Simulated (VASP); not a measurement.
Write the native input for VASP 6.6.1 that does the following.

* Task: single point
* Functional: PBE
* Dispersion: D3(BJ)
* Potentials or basis: VASP PAW PBE potentials, release 64 (O, H, C)
* Cutoff: 520 eV
* k mesh: 1 × 1 × 1
* Occupations: fermi-dirac, width 0.02 eV
* Spin: no spin polarisation
* Dipole correction: no
* Further INCAR settings: LREAL = Auto; ALGO = Normal; EDIFF = 1e-06; NBANDS = 47

The structure of H14CO7 lies in POSCAR:

```
H14CO7
1.0
    6.7918300000      0.0000000000      0.0000000000
    0.0000000000      6.7918300000      0.0000000000
    0.0000000000      0.0000000000      6.7918300000
O H C
7 14 1
Direct
    0.2630513426      0.7940128066      0.7595302003
    0.4910458595      0.2750068833      1.0008348265
    0.6851172659      0.5176808018      0.4634097143
    0.7059511207      0.1622979374      0.3010528827
    0.0940983505      0.4691077368      0.6610295016
    0.3894384871      0.1517264125      0.6400631347
    0.7403159384      0.7806438029      1.0901627396
    0.2328827429      0.6568185599      0.7001353096
    0.3871268863      0.7564676972      0.8158184171
    0.3648795685      0.3329146931      1.0297960932
    0.5119091614      0.2405684477      0.8653043436
    0.7200415794      0.6186403370      0.3684132259
    0.7528309749      0.4088441554      0.4115532927
    0.6327307957      0.1974136573      0.1816741585
    0.7785236085      0.0347476306      0.2665555528
   -0.0278569988      0.4869379828      0.5976739700
    0.1301269319      0.3410568286      0.6293885448
    0.4811368954      0.1361930437      0.5300633261
    0.3175874543      0.0276361452      0.6787419591
    0.8879050271      0.5248070108      1.0666050240
    0.9870093922      0.7274033655      0.9324880040
    0.8748304949      0.6797137149      1.0288685082
```

One way to write it, as run:

INCAR

```
PREC     = Accurate       # precision mode
ENCUT    = 520            # plane-wave cutoff, eV
EDIFF    = 1E-6           # SCF threshold, eV
ISMEAR   = -1             # smearing method
SIGMA    = 0.02           # smearing width, eV
LREAL    = Auto         
LASPH    = T              # aspherical terms in the spheres
NELM     = 100            # most SCF steps
ALGO     = Normal         # electronic algorithm
ISIF     = 2              # what is computed and relaxed
LWAVE    = F              # write WAVECAR
LCHARG   = F              # write CHGCAR
GGA      = PE             # functional
IVDW     = 12             # dispersion correction
NBANDS   = 47             # bands
```

KPOINTS

```
Automatic mesh
0
Gamma
  1 1 1
```

Potentials or basis: VASP PAW PBE potentials, release 64 (O, H, C).

Launch:

```console
$ cat potpaw_PBE.64/O/POTCAR potpaw_PBE.64/H/POTCAR potpaw_PBE.64/C/POTCAR > POTCAR
$ mpirun -np 1 vasp_gam > vasp.out
```

It gave:

```yaml
Pressure: 1.7 GPa
Largest_force: 2.993 eV/Å
Band_gap_on_the_k_mesh: 3.43 eV
Dispersion_energy_per_atom: -0.026 eV
```

Caveat: the k points lie up to 0.93 Å⁻¹ apart.

Run time: 18 s on 1 thread of Intel(R) Xeon(R) 6975P-C (Granite Rapids), on a shared host, peak memory 0.37 GiB.
